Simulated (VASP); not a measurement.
Write the native input for VASP 6.6.1 that does the following.

```
Task                   : single point
Functional             : revPBE
Potentials or basis    : VASP PAW PBE potentials, release 64 (Co)
Cutoff                 : 520 eV
k mesh                 : 12 × 12 × 12
Occupations            : fermi-dirac, width 0.1 eV
Spin                   : no spin polarisation
Dipole correction      : no
Further INCAR settings : ALGO = Normal; EDIFF = 1e-06; NBANDS = 16
```

The structure of Co lies in POSCAR:

```
Co
1.0
    0.0000000000      2.4462239633      2.4462239633
    2.4462239633      0.0000000000      2.4462239633
    2.4462239633      2.4462239633      0.0000000000
Co
2
Direct
    0.1250000000      0.1250000000      0.1250000000
    0.8750000000      0.8750000000      0.8750000000
```

This cell differs from its parent crystal: volume scaled by 0.96.

One way to write it, as run:

INCAR

```
PREC = Accurate
ENCUT = 520
EDIFF = 1E-6
ISMEAR = -1
SIGMA = 0.1
LREAL = False
LASPH = True
NELM = 60
ALGO = Normal
ISIF = 2
LWAVE = False
LCHARG = False
GGA = RE
NBANDS = 16
```

KPOINTS

```
regular mesh
0
Gamma
  12 12 12
```

Potentials or basis: VASP PAW PBE potentials, release 64 (Co).

Launch:

```bash
$ cat potpaw_PBE.64/Co/POTCAR > POTCAR
$ mpirun -np 1 vasp_std > vasp.out
```

It gave:

* Pressure: 4.3 GPa
* Band gap on the k mesh: zero (band 9 reaches 7.09 eV, above the bottom of band 10 at 6.34 eV)

Caveat: the PAW data sets were made with another functional, which shifts forces and pressure a little; the run has no spin polarisation, though such a crystal can be magnetic.

Wall time 24 s on 1 thread of AMD EPYC 9R45 96-Core Processor (Zen 5), on a shared host, peak memory 0.14 GiB.
